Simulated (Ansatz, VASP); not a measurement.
**SrO: VASP beside Ansatz**

The input POSCAR:

```
SrO
1.0
    0.0000000000      2.5663000000      2.5663000000
    2.5663000000      0.0000000000      2.5663000000
    2.5663000000      2.5663000000      0.0000000000
Sr O
1 1
Direct
    0.5000000000      0.5000000000      0.5000000000
    0.0000000000      0.0000000000      0.0000000000
```

Contents of INCAR.step1:

```
PREC     = Accurate       # precision mode
ENCUT    = 520            # plane-wave cutoff, eV
ISMEAR   = 0              # smearing method
SIGMA    = 0.1            # smearing width, eV
LREAL    = F              # projectors in reciprocal space
LASPH    = T              # aspherical terms in the spheres
NELM     = 80             # most SCF steps
NBANDS   = 15             # bands
GGA      = PE             # functional
ALGO     = Normal         # electronic algorithm
EDIFF    = 1E-4           # SCF threshold, eV
LWAVE    = T              # write WAVECAR
LCHARG   = F              # write CHGCAR
```

File INCAR.step2:

```
PREC     = Accurate       # precision mode
ENCUT    = 520            # plane-wave cutoff, eV
EDIFF    = 1E-6           # SCF threshold, eV
ISMEAR   = 0              # smearing method
SIGMA    = 0.1            # smearing width, eV
LREAL    = F              # projectors in reciprocal space
LASPH    = T              # aspherical terms in the spheres
NELM     = 80             # most SCF steps
ALGO     = Normal         # electronic algorithm
ISIF     = 2              # what is computed and relaxed
LWAVE    = F              # write WAVECAR
LCHARG   = F              # write CHGCAR
METAGGA  = R2SCAN         # meta-GGA
LMIXTAU  = T            
NBANDS   = 15             # bands
ISTART   = 1
```

File KPOINTS:

```
Automatic mesh
0
Gamma
  6 6 6
```

Input for Ansatz:

```yaml
crystal:
  lattice:
    - [0.0, 2.5663, 2.5663]
    - [2.5663, 0.0, 2.5663]
    - [2.5663, 2.5663, 0.0]
  atoms:
    - { symbol: Sr, position: [0.5, 0.5, 0.5] }
    - { symbol: O, position: [0.0, 0.0, 0.0] }
basis:
  ecutwfc: 500
kpoints:
  mp_grid: { grid: [6, 6, 6] }
hamiltonian:
  xc: r2scan
scf:
  occupations: { method: gaussian, width: 0.1 }
output:
  forces: true
  stress: true
  eigenvalues: true
```

Alike in both runs: task single point; functional r2SCAN; k mesh 6 × 6 × 6; occupations gaussian, width 0.1 eV; no spin polarisation.

```csv
,VASP,Ansatz
version,VASP 6.6.1,Ansatz 0.2.0
potentials or method,"VASP PAW PBE potentials, release 64 (Sr_sv, O), cutoff 520 eV","scalar-relativistic, plane waves, PAW"
valence electrons in the cell,16,16
```

|  | VASP | Ansatz | Ansatz less VASP |
| --- | --- | --- | --- |
| gap on the k mesh at the Fermi level (eV) | 3.74 | 3.79 | +0.054 |
| least direct gap on the mesh (eV) | 3.82 | 3.86 | +0.041 |
| pressure (GPa) | 2.1 | 1.5 | -0.56 |

VASP's potentials were made for PBE, not for r2SCAN.
